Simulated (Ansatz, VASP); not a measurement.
**MgH6 in VASP and in Ansatz**

```
Mg H
1.0
     3.22280    0.00000    0.00000
    -1.61140    2.79102    0.00000
     0.00000    0.00000    6.21069
Mg H
1 6
Direct
  0.00000 0.00000 0.00000
  0.66667 0.33333 0.71226
  0.66667 0.33333 0.28774
  0.00000 0.00000 0.50000
  0.52308 0.47692 0.00000
  0.52308 0.04616 0.00000
  0.95384 0.47692 0.00000
```

Alike in both runs: task relaxation of cell and atoms; functional PBE; k mesh 6 × 6 × 4; occupations gaussian, width 0.1 eV; no spin polarisation.

|  | VASP | Ansatz |
| --- | --- | --- |
| version | VASP 6.6.1 | Ansatz 0.2.0 |
| potentials or method | VASP PAW PBE potentials, release 64 (Mg_sv, H), cutoff 840 eV | scalar-relativistic, plane waves, PAW |
| valence electrons in the cell | 16 | 16 |

|  | VASP | Ansatz | Ansatz less VASP |
| --- | --- | --- | --- |
| gap on the k mesh at the Fermi level, each at its own relaxed structure (eV) | none | none | - |
| relaxed volume (Å³/atom) | 8.32 | 8.45 | +0.132 |
| relaxed length of the cell vector where the two differ most in proportion (Å) | 4.201 | 4.257 | +0.0554 |

A gap of «none» marks a metal or a gap that the smearing closes.

The k mesh is coarse, so the values compare programs but aren't converged.
